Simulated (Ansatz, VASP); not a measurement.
## AlAs4 in VASP and in Ansatz

```xyz
5
Lattice="7.6851 0.0000 0.0000 0.0000 7.6851 0.0000 0.0000 0.0000 2.8147" Properties=species:S:1:pos:R:3 pbc="T T T"
Al    3.8426    3.8426    1.4074
As    6.5569    3.8426    1.4074
As    1.1282    3.8426    1.4074
As    3.8426    6.5569    1.4074
As    3.8426    1.1282    1.4074
```

Alike in both runs: functional PBE; k mesh 3 × 3 × 4; occupations gaussian, width 0.2 eV; no spin polarisation.

Ansatz relaxed the structure, and its values are those at the end. VASP's run is a single point on that final structure, the one shown.

|  | VASP | Ansatz |
| --- | --- | --- |
| version | VASP 6.6.1 | Ansatz 0.2.0 |
| potentials or method | VASP PAW PBE potentials, release 64 (Al, As), cutoff 500 eV | scalar-relativistic, plane waves, PAW |
| valence electrons in the cell | 23 | 63 |

|  | VASP | Ansatz | Ansatz less VASP |
| --- | --- | --- | --- |
| gap on the k mesh at the Fermi level (eV) | none | none | - |
| pressure (GPa) | -0.1 | -0.2 | -0.13 |
| rms of the force components (eV/Å) | 0.068 | 0.032 | -0.0357 |

A gap of «none» marks a metal or a gap that the smearing closes. VASP's potentials hold 23 valence electrons a cell and Ansatz's 63, so a difference there can come from the potentials and not from the codes.

The k mesh is coarse, so the values compare programs but aren't converged.
